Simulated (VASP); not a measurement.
**TiAl: single point with PBEsol**

The system is TiAl.

```xyz
2
Lattice="2.8950 0.0000 0.0000 -1.4475 2.5071 0.0000 0.0000 0.0000 4.4344" Properties=species:S:1:pos:R:3 pbc="T T T"
Ti    0.0000    0.0000    0.0000
Al    0.0000    1.6714    2.2172
```

```yaml
Program: VASP 6.6.1
Task: single point
Functional: PBEsol
Potentials_or_basis: VASP PAW PBE potentials, release 64 (Ti_sv, Al)
Cutoff: 520 eV
k_mesh: 18 × 18 × 10
Occupations: gaussian, width 0.15 eV
Spin: no spin polarisation
```

```
Pressure               : 2.0 GPa
Band gap on the k mesh : zero (an odd number of electrons rules out a gap without spin polarisation)
```

Stress tensor (GPa, compression positive):
```
-0.70  0.00  0.00
 0.00 -0.70  0.00
 0.00  0.00  7.26
```

Levels at points of the mesh, in eV from the Fermi level:
```tsv
k point	band 4	band 5	band 6	band 7	band 8	band 9	band 10	band 11	band 12	band 13
(0.00, 0.00, 0.00)	-32.26	-8.95	-2.10	-1.29	1.27	1.27	2.68	2.68	4.84	12.50
(0.50, 0.00, 0.00)	-32.38	-3.87	-2.94	-1.52	-0.94	2.00	3.91	4.39	4.58	5.87
(0.00, 0.00, 0.50)	-32.26	-7.83	-5.22	-0.11	1.29	1.29	2.55	2.55	7.93	12.73
(0.50, 0.00, 0.50)	-32.38	-3.82	-2.32	-1.85	0.50	1.08	1.70	3.55	3.91	6.62
```

Run time: 4.3 min on 1 thread of Intel Xeon 8259CL, on a shared host, peak memory 0.23 GiB.

Caveat: the PAW data sets were made with another functional, which shifts forces and pressure a little.
